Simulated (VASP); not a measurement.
# CdS (F-43m) in VASP: notebook, part 2 of 2

VASP 6.6.1.

## 3. Single point, HSE06

This run uses another cell than the first one, of 25.39 Å³/atom.

POSCAR reads:

```
CdS
1.0
    0.0000000000      2.9392148365      2.9392148365
    2.9392148365      0.0000000000      2.9392148365
    2.9392148365      2.9392148365      0.0000000000
Cd S
1 1
Direct
    0.0000000000      0.0000000000      0.0000000000
    0.2500000000      0.2500000000      0.2500000000
```

INCAR.step1 reads:

```
SYSTEM = CdS
ALGO = Normal ; EDIFF = 1E-5
ENCUT = 520 ; GGA = PE
ISIF = 2 ; ISMEAR = 0
LASPH = .TRUE. ; LCHARG = .FALSE.
LREAL = .FALSE. ; LWAVE = .TRUE.
NBANDS = 16 ; NELM = 100
PREC = Accurate ; SIGMA = 0.01
```

INCAR.step2 reads:

```
SYSTEM = CdS
ALGO = Normal ; EDIFF = 1E-6
ENCUT = 520 ; GGA = PE
HFSCREEN = 0.2079 ; ISIF = 2
ISMEAR = 0 ; ISTART = 1
LASPH = .TRUE. ; LCHARG = .FALSE.
LHFCALC = .TRUE. ; LREAL = .FALSE.
LWAVE = .FALSE. ; NBANDS = 16
NELM = 100 ; PREC = Accurate
PRECFOCK = Normal ; SIGMA = 0.01
```

KPOINTS reads:

```
k-points
0
G
  6 6 6
  0 0 0
```

Potentials or basis: VASP PAW PBE potentials, release 64 (Cd, S).

Launch:

```bash
$ cat potpaw_PBE.64/Cd/POTCAR potpaw_PBE.64/S/POTCAR > POTCAR
$ cp INCAR.step1 INCAR
$ mpirun -np 1 vasp_std > vasp.out
$ cp INCAR.step2 INCAR
$ mpirun -np 1 vasp_std > vasp.out
```

OUTCAR:

```text
SYSTEM = CdS
   EDIFF = 1E-6
   ENCUT = 520
   GGA = PE
   HFSCREEN = 0.2079
   ISIF = 2
   ISMEAR = 0
   ISTART = 1
   LASPH = .TRUE.
   LHFCALC = .TRUE.
   LREAL = .FALSE.
   NELM = 100
   PREC = Accurate
   PRECFOCK = Normal

 ion  position               nearest neighbor table
   1  0.000  0.000  0.000-   2 2.55   2 2.55   2 2.55   2 2.55
   2  0.250  0.250  0.250-   1 2.55   1 2.55   1 2.55   1 2.55

  LATTYP: Found a face centered cubic cell.
 ALAT       =     5.8784296730

  Lattice vectors:

 A1 = (   0.0000000000,   2.9392148365,   2.9392148365)
 A2 = (   2.9392148365,   0.0000000000,   2.9392148365)
 A3 = (   2.9392148365,   2.9392148365,   0.0000000000)

Analysis of symmetry for initial positions (statically):
=====================================================================
 Subroutine PRICEL returns:
 Original cell was already a primitive cell.

 Routine SETGRP: Setting up the symmetry group for a
 face centered cubic supercell.

 Subroutine GETGRP returns: Found 24 space group operations
 (whereof 24 operations were pure point group operations)
 out of a pool of 48 trial point group operations.

The static configuration has the point symmetry T_d .

Analysis of symmetry for dynamics (positions and initial velocities):
=====================================================================
 Subroutine PRICEL returns:
 Original cell was already a primitive cell.

 Routine SETGRP: Setting up the symmetry group for a
 face centered cubic supercell.

 Subroutine GETGRP returns: Found 24 space group operations
 (whereof 24 operations were pure point group operations)
 out of a pool of 48 trial point group operations.

The dynamic configuration has the point symmetry T_d .

 Subroutine INISYM returns: Found 24 space group operations
 (whereof 24 operations are pure point group operations),
 and found     1 'primitive' translations

----------------------------------------------------------------------------------------

                                     Primitive cell

  volume of cell :      50.7837

  direct lattice vectors                    reciprocal lattice vectors
     0.000000000  2.939214837  2.939214837    -0.170113458  0.170113458  0.170113458
     2.939214837  0.000000000  2.939214837     0.170113458 -0.170113458  0.170113458
     2.939214837  2.939214837  0.000000000     0.170113458  0.170113458 -0.170113458

  length of vectors
     4.156677485  4.156677485  4.156677485     0.294645153  0.294645153  0.294645153

  position of ions in fractional coordinates (direct lattice)
     0.000000000  0.000000000  0.000000000
     0.250000000  0.250000000  0.250000000

  ion indices of the primitive-cell ions
   primitive index   ion index
                 1           1
                 2           2

----------------------------------------------------------------------------------------

 KPOINTS: k-points

Automatic generation of k-mesh.
 Grid dimensions read from file:
 generate k-points for:    6    6    6

 Generating k-lattice:
[... 20 lines left out ...]
  0.166667  0.000000  0.000000      8.000000
  0.333333  0.000000  0.000000      8.000000
  0.500000  0.000000  0.000000      4.000000
  0.166667  0.166667  0.000000      6.000000
  0.333333  0.166667  0.000000     24.000000
[... 8 lines left out ...]
 -0.333333  0.333333  0.166667     24.000000
 -0.333333  0.500000  0.166667     12.000000
   k-points           NKPTS =     16   k-points in BZ     NKDIM =    216   number of bands    NBANDS=     16
   number of dos      NEDOS =    301   number of ions     NIONS =      2
   total plane-waves  NPLWV =  32768
   dimension x,y,z NGX =    32 NGY =   32 NGZ =   32
   dimension x,y,z NGXF=    64 NGYF=   64 NGZF=   64
   ions per type =               1   1
   NGX,Y,Z   is equivalent  to a cutoff of  12.80, 12.80, 12.80 a.u.
   NGXF,Y,Z  is equivalent  to a cutoff of  25.60, 25.60, 25.60 a.u.
 SYSTEM =  CdS
   PREC   = accura    normal or accurate (medium, high low for compatibility)
   ISTART =      1    job   : 0-new  1-cont  2-samecut
   ICHARG =      0    charge: 1-file 2-atom 10-const
   ISPIN  =      1    spin polarized calculation?
   LNONCOLLINEAR =      F non collinear calculations
   LSORBIT =      F    spin-orbit coupling
   LASPH  =      T    aspherical Exc in radial PAW
   ENCUT  =  520.0 eV  38.22 Ry    6.18 a.u.   7.73  7.73  7.73*2*pi/ulx,y,z
   NELM   =    100;   NELMIN=  2; NELMDL=  0     # of ELM steps
   EDIFF  = 0.1E-05   stopping-criterion for ELM
   LREAL  =      F    real-space projection
   EDIFFG = 0.1E-04   stopping-criterion for IOM
   NSW    =      0    number of steps for IOM
   IBRION =     -1    ionic relax: 0-MD 1-quasi-New 2-CG
   NFREE  =      0    steps in history (QN), initial steepest desc. (CG)
   ISIF   =      2    stress and relaxation
   ISYM   =      3    0-nonsym 1-usesym 2-fastsym
   POTIM  = 0.5000    time-step for ionic-motion
   TEBEG  =    0.0;   TEEND  =   0.0 temperature during run
   PSTRESS=    0.0 pullay stress
   NELECT =      18.0000    total number of electrons
   NUPDOWN=      -1.0000    fix difference up-down
   EMIN   =  10.00;   EMAX   =-10.00  energy-range for DOS
   EFERMI =   0.00;   METHOD = LEGACY
   ISMEAR =     0;   SIGMA  =   0.01  broadening in eV -4-tet -1-fermi 0-gaus
   EFERMI_NEDOS =   21; number of points for ismear=-14 and -15
   IALGO  =     38    algorithm
   IMIX   =      1    mixing-type and parameters
     AMIX     =   0.40;   BMIX     =  1.00
     AMIX_MAG =   1.60;   BMIX_MAG =  1.00
  volume/ion in A,a.u.               =      25.39       171.35
  Fermi-wavevector in a.u.,A,eV,Ry     =   1.158575  2.189390 18.263062  1.342297
  Thomas-Fermi vector in A             =   2.295176
   LORBIT       =      0    0 simple, 1 ext, 2 COOP (PROOUT), +10 PAW based schemes
   GGA     = PE    functional components
   LHFCALC =     T    Hartree Fock is set to
   PRECFOCK=normal    Normal, Fast or Accurate (Low or Medium for compatibility)
   ENCUT4O =  -1.0   cutoff for four orbital integrals eV
   NKREDX  =     1    reduce k-point grid by
   NKREDY  =     1    reduce k-point grid by
   NKREDZ  =     1    reduce k-point grid by
   AEXX    =    0.2500 exact exchange contribution
   HFSCREEN=    0.2079 screening length (either q_TF or 0.3 A-1)
   HFSCREENC=   0.2079 screening length for correlation (either q_TF or 0.3 A-1)
   ENCUTFOCK=  -1.0 apply spherical cutoff to Coloumb kernel
   IVDW    =     0    specifies the selected vdW correction
   LEPSILON=     F    determine dielectric tensor
   LRPA    =     F    only Hartree local field effects (RPA)
 non-spin polarized calculation
 Gauss-broadening in eV      SIGMA  =   0.01
  energy-cutoff  :      520.00
  volume of cell :       50.78
 maximum number of plane-waves:      1381
  NGX = 24; NGY = 24; NGZ = 24

 number of electron      18.0000005 magnetization

 Free energy of the ion-electron system (eV)
  ---------------------------------------------------
  ext. energy  EPLUGINS =         0.00000000
  ---------------------------------------------------
  free energy    TOTEN  =        -7.62039447 eV

  energy without entropy =       -7.62039447  energy(sigma->0) =       -7.62039447

 E-fermi :   0.5627     XC(G=0):  -7.5074

 val. band max:        0.4709796916   @ k =   0.0000   0.0000   0.0000
 cond. band min:       2.5810106680   @ k =   0.0000   0.0000   0.0000
 fundamental gap:      2.1100309763
 Fermi energy:         0.5627180165

 k-point     1 :       0.0000    0.0000    0.0000
  band No.  band energies     occupation
      1     -12.9431      2.00000
      2      -8.3082      2.00000
      3      -8.3082      2.00000
      4      -8.3081      2.00000
      5      -7.8556      2.00000
      6      -7.8556      2.00000
[... 281 lines left out ...]
      3      -8.0579      2.00000
      4      -7.9308      2.00000
      5      -7.8178      2.00000
      6      -7.2491      2.00000
[... 8 lines left out ...]
     15      15.0599      0.00000
     16      15.1050      0.00000

------------------------ aborting loop because EDIFF is reached ----------------------------------------

  FORCE on cell =-STRESS in cart. coord.  units (eV):
  Direction    XX          YY          ZZ          XY          YZ          ZX
  --------------------------------------------------------------------------------------
  -------------------------------------------------------------------------------------
  Total        0.1596428      0.1596428      0.1596428      0.0000000      0.0000000     -0.0000000
  in kB        5.0365816      5.0365816      5.0365816      0.0000000      0.0000000     -0.0000000
  external PRESSURE =       5.0365816 kB  Pullay stress =       0.0000000 kB

 VOLUME and BASIS-vectors are now :
 -----------------------------------------------------------------------------
  energy-cutoff  :      520.00
  volume of cell :       50.78
      direct lattice vectors                 reciprocal lattice vectors
     0.000000000  2.939214837  2.939214837    -0.170113458  0.170113458  0.170113458
     2.939214837  0.000000000  2.939214837     0.170113458 -0.170113458  0.170113458
     2.939214837  2.939214837  0.000000000     0.170113458  0.170113458 -0.170113458

 POSITION                                       TOTAL-FORCE (eV/Angst)
 -----------------------------------------------------------------------------------
      0.00000      0.00000      0.00000         0.000000      0.000000      0.000000
      1.46961      1.46961      1.46961        -0.000000     -0.000000     -0.000000
 -----------------------------------------------------------------------------------
    total drift:                                0.000066      0.000060      0.000043

  FREE ENERGIE OF THE ION-ELECTRON SYSTEM (eV)
  ---------------------------------------------------
  free  energy   TOTEN  =        -7.6203944670 eV

  energy  without entropy=       -7.6203944670  energy(sigma->0) =       -7.62039447
```

It took 53 min on 1 thread of Oxide Virtual Turin-like, shared host; peak memory 0.27 GiB.

What came out:

```yaml
Free_energy: -7.6204 eV
Pressure: 0.5 GPa
Band_gap_on_the_k_mesh: 2.11 eV
```

Caveat: the structure was generated, so it needn't be the stable form of CdS; the PAW data sets were made with another functional, which shifts forces and pressure a little.
